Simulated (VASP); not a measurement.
# Re: single point with PBE

The system is Re.

```
Re
1.0
    -3.19889    3.19889    3.19889
     3.19889   -3.19889    3.19889
     3.19889    3.19889   -3.19889
Re
8
Direct
  0.20600 0.20600 0.20600
  0.50000 0.00000 0.29400
  0.29400 0.50000 0.00000
  0.00000 0.29400 0.50000
  0.79400 0.79400 0.79400
  0.50000 0.00000 0.70600
  0.70600 0.50000 0.00000
  0.00000 0.70600 0.50000
```

```json
{
 "Program": "VASP 6.6.1",
 "Task": "single point",
 "Functional": "PBE",
 "Potentials or basis": "VASP PAW PBE potentials, release 64 (Re_sv_GW)",
 "Cutoff": "560 eV",
 "k mesh": "4 × 4 × 4",
 "Occupations": "gaussian, width 0.1 eV",
 "Spin": "no spin polarisation"
}
```

```
Pressure               : 63.3 GPa
Largest force          : 1.548 eV/Å
Band gap on the k mesh : zero (bands 60 and 61 overlap by 2.09 eV)
```

Forces on the atoms (eV/Å):
```
Re   0.894  0.894  0.894
Re  -0.894 -0.894  0.894
Re   0.894 -0.894 -0.894
Re  -0.894  0.894 -0.894
Re  -0.894 -0.894 -0.894
Re   0.894  0.894 -0.894
Re  -0.894  0.894  0.894
Re   0.894 -0.894  0.894
```

Levels at points of the mesh, in eV from the Fermi level:
| k point | band 58 | band 59 | band 60 | band 61 | band 62 | band 63 |
| --- | --- | --- | --- | --- | --- | --- |
| (0.00, 0.00, 0.00) | -0.76 | -0.76 | 0.81 | 0.81 | 0.81 | 1.69 |
| (0.50, 0.00, 0.00) | -0.93 | -0.42 | -0.42 | 0.24 | 0.24 | 0.98 |
| (0.50, 0.50, 0.50) | -1.39 | -1.39 | -1.28 | -1.28 | -1.07 | 0.62 |

Wall time 53 s on 1 thread of Intel(R) Xeon(R) 6975P-C (Granite Rapids), on a shared host, peak memory 0.33 GiB.

Caveat: the cell stands under pressure; spin-orbit coupling is left out, which moves the levels of the heavy elements; forces of over 1 eV/Å act on the atoms, so gaps and moduli don't describe the material at rest.
